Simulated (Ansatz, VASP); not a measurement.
# AsI in VASP and in Ansatz

```
As I
1.0
     4.55693    0.00000    0.00000
    -2.27846    3.94642    0.00000
     0.00000    0.00000    7.10954
As I
2 2
Direct
  0.33333 0.66667 0.25000
  0.66667 0.33333 0.75000
  0.00000 0.00000 0.00000
  0.00000 0.00000 0.50000
```

Change from the starting cell: species swapped into the CrTe type (P6_3/mmc, No. 194).

Alike in both runs: task single point; functional PBE; k mesh 6 × 6 × 4; occupations gaussian, width 0.1 eV; no spin polarisation.

```csv
,VASP,Ansatz
version,VASP 6.6.1,Ansatz 0.2.0
potentials or method,"VASP PAW PBE potentials, release 64 (As, I), cutoff 520 eV","scalar-relativistic, plane waves, PAW"
valence electrons in the cell,24,64
```

Ansatz gave:

* gap on the k mesh at the Fermi level (eV): none
* pressure (GPa): -1.7
* traceless stress, the component that is largest in VASP (GPa): 4.81

Q: What did VASP give for the same quantities?

A: gap on the k mesh at the Fermi level (eV): none; pressure (GPa): -1.7; traceless stress, the component that is largest in VASP (GPa): 4.80.

A gap of «none» marks a metal or a gap that the smearing closes. The functional is the same, so the differences come from potentials, cutoffs and numerics. VASP's potentials hold 24 valence electrons a cell and Ansatz's 64, so a difference there can come from the potentials and not from the codes.

Neither program's run includes spin-orbit coupling.
